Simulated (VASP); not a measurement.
Write the native input for VASP 6.6.1 that does the following.

| Item | Value |
| --- | --- |
| Task | single point |
| Functional | PBE |
| Potentials or basis | VASP PAW PBE potentials, release 64 (Ir) |
| Cutoff | 520 eV |
| k mesh | 17 × 17 × 5 |
| Occupations | fermi-dirac, width 0.05 eV |
| Spin | collinear spin, ferromagnetic start |
| Starting moments | [1.0, 1.0, 1.0, 1.0] μB |
| Dipole correction | no |
| Further INCAR settings | ALGO = Normal; EDIFF = 1e-06; NBANDS = 30 |

The structure of Ir lies in POSCAR:

```
Ir
1.0
    2.7011154512      0.0000000000      0.0000000000
   -1.3505577256      2.3392345993      0.0000000000
    0.0000000000      0.0000000000      8.8309308199
Ir
4
Direct
    0.0000000000      0.0000000000      1.0000000000
    0.0000000000      0.0000000000      0.5000000000
    0.3333333333      0.6666666667      0.2500000000
    0.6666666667      0.3333333333      0.7500000000
```

This cell differs from its parent crystal: volume scaled by 0.96.

The input as run:

INCAR

```
PREC     = Accurate       # precision mode
ENCUT    = 520            # plane-wave cutoff, eV
EDIFF    = 1E-6           # SCF threshold, eV
ISMEAR   = -1             # smearing method
SIGMA    = 0.05           # smearing width, eV
LREAL    = F              # projectors in reciprocal space
LASPH    = T              # aspherical terms in the spheres
NELM     = 150            # most SCF steps
ALGO     = Normal         # electronic algorithm
ISIF     = 2              # what is computed and relaxed
LWAVE    = F              # write WAVECAR
LCHARG   = F              # write CHGCAR
ISPIN    = 2              # spin polarisation
MAGMOM   = 1 1 1 1        # initial moments
LORBIT   = 11             # projections on sites
LMAXMIX  = 4              # l up to which the mixer works
GGA      = PE             # functional
NBANDS   = 30             # bands
```

KPOINTS

```
Automatic mesh
0
Gamma
  17 17 5
```

Potentials or basis: VASP PAW PBE potentials, release 64 (Ir).

The run is started by

```bash
$ cat potpaw_PBE.64/Ir/POTCAR > POTCAR
$ mpirun -np 1 vasp_std > vasp.out
```

It gave:

```
Pressure                                              : 16.2 GPa
Band gap on the k mesh                                : zero (filled and empty bands overlap)
Net moment                                            : 0.00 μB per cell
Valence electrons inside the program's atomic spheres : Ir 8.44, 8.46
```

Caveat: spin-orbit coupling is left out, which moves the levels of the heavy elements.

Wall time 5.2 min on 1 thread of Oxide Virtual Turin-like Processor, on a shared host, peak memory 0.31 GiB.
